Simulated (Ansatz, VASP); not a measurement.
**NiO: VASP beside Ansatz**

File INCAR:

```
SYSTEM = NiO
ALGO = Normal
EDIFF = 1E-6
ENCUT = 520
GGA = PE
ISIF = 2
ISMEAR = 0
ISPIN = 2
LASPH = .True.
LCHARG = .True.
LDAU = .True.
LDAUJ = 0 0
LDAUL = 2 -1
LDAUPRINT = 1
LDAUTYPE = 2
LDAUU = 6.2 0
LELF = .True.
LMAXMIX = 4
LORBIT = 11
LREAL = .False.
LVHAR = .True.
LWAVE = .False.
MAGMOM = 1.92 0.21
NBANDS = 19
NELM = 150
PREC = Accurate
SIGMA = 0.05
```

Contents of KPOINTS:

```
k-points
0
Gamma
  10 10 10
  0 0 0
```

POSCAR

```
NiO
1.0
    0.0000000000      2.1503720565      2.1503720565
    2.1503720565      0.0000000000      2.1503720565
    2.1503720565      2.1503720565      0.0000000000
Ni O
1 1
Direct
    0.0000000000      0.0000000000      0.0000000000
    0.5000000000      0.5000000000      0.5000000000
```

Input for Ansatz:

```yaml
crystal:
  lattice:
    - [0.0, 2.1503720565, 2.1503720565]
    - [2.1503720565, 0.0, 2.1503720565]
    - [2.1503720565, 2.1503720565, 0.0]
  atoms:
    - { symbol: Ni, position: [0.0, 0.0, 0.0], spin: 1.89 }
    - { symbol: O, position: [0.5, 0.5, 0.5] }
basis:
  ecutwfc: 420
  ecutrho_ratio: 4
kpoints:
  mp_grid: { grid: [10, 10, 10] }
hamiltonian:
  xc: pbe
  hubbard:
    sites:
      - { species: Ni, l: d, u_eff: 6.2, starting_ns: start.occupation_matrices }
    ns_hold: { iters: 6 }
scf:
  occupations: { method: gaussian, width: 0.05 }
  lower_state_search: "off"
output:
  forces: true
  stress: true
  eigenvalues: true
  populations: true
  hubbard: { sites: [{ species: Ni, l: d }] }
magnetization:
  spin_polarized: true
```

Alike in both runs: task single point; functional PBE; k mesh 10 × 10 × 10; occupations gaussian, width 0.05 eV; collinear spin; Hubbard terms Ni d U = 6.2 eV.

|  | VASP | Ansatz |
| --- | --- | --- |
| version | VASP 6.6.1 | Ansatz 0.2.0 |
| potentials or method | VASP PAW PBE potentials, release 64 (Ni, O), cutoff 520 eV | scalar-relativistic, plane waves, PAW |
| valence electrons in the cell | 16 | 24 |

```tsv
	VASP	Ansatz	Ansatz less VASP
gap on the k mesh at the Fermi level (eV)	2.23	1.82	-0.409
least direct gap on the mesh (eV)	3.01	2.87	-0.141
pressure (GPa)	-11.4	-4.0	+7.47
net moment per atom (μB)	1.00	1.00	0.000
size of the moment on the site where the two differ most (μB)	1.83	1.74	-0.086
```

Site moments also hang on the region over which each program counts them. The programs project onto different local orbitals, so the same U acts differently, and such runs can settle in different states. VASP's potentials hold 16 valence electrons a cell and Ansatz's 24, so a difference there can come from the potentials and not from the codes.
